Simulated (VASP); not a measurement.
Input of a VASP 6.6.1 run:

File INCAR:

```
PREC = Accurate
ENCUT = 520
EDIFF = 1E-6
ISMEAR = 0
SIGMA = 0.15
LREAL = False
LASPH = True
NELM = 60
ALGO = Normal
ISIF = 2
LWAVE = False
LCHARG = True
GGA = PE
LELF = True
LVHAR = True
NBANDS = 36
```

Contents of KPOINTS:

```
regular mesh
0
Gamma
  18 18 2
```

Contents of POSCAR:

```
C
1.0
    2.4074891903      0.0000000000      0.0000000000
   -1.2037445952      2.0849467981      0.0000000000
    0.0000000000      0.0000000000     31.1840639849
C
12
Direct
    0.6666666667      0.3333333333      0.9805841193
    0.6666666667      0.3333333333      0.4859381446
    0.6666666667      0.3333333333      0.7453951854
    0.6666666667      0.3333333333      0.2507492107
    0.0000000000      0.0000000000      0.6156666650
    0.3333333333      0.6666666667      0.2453951854
    0.0000000000      0.0000000000      0.1156666650
    0.6666666667      0.3333333333      0.6156666650
    0.3333333333      0.6666666667      0.7507492107
    0.3333333333      0.6666666667      0.1156666650
    0.3333333333      0.6666666667      0.4805841193
    0.3333333333      0.6666666667      0.9859381446
```

Potentials or basis: VASP PAW PBE potentials, release 64 (C).

The run is started by

```sh
$ cat potpaw_PBE.64/C/POTCAR > POTCAR
$ mpirun -np 1 vasp_std > vasp.out
```

(1) What does it give for the pressure?

(2) What does it give for the largest force?

Results:

(1) 13.7 GPa.

(2) 2.772 eV/Å.

Caveat: the cell differs from its parent crystal (atoms shifted along a free coordinate); the stress differs along the axes, from -2 to 21 GPa; this functional lacks dispersion, which binds layers or chains, so the pressure and a relaxed spacing across them are unreliable; forces of over 1 eV/Å act on the atoms, so gaps and moduli don't describe the material at rest.
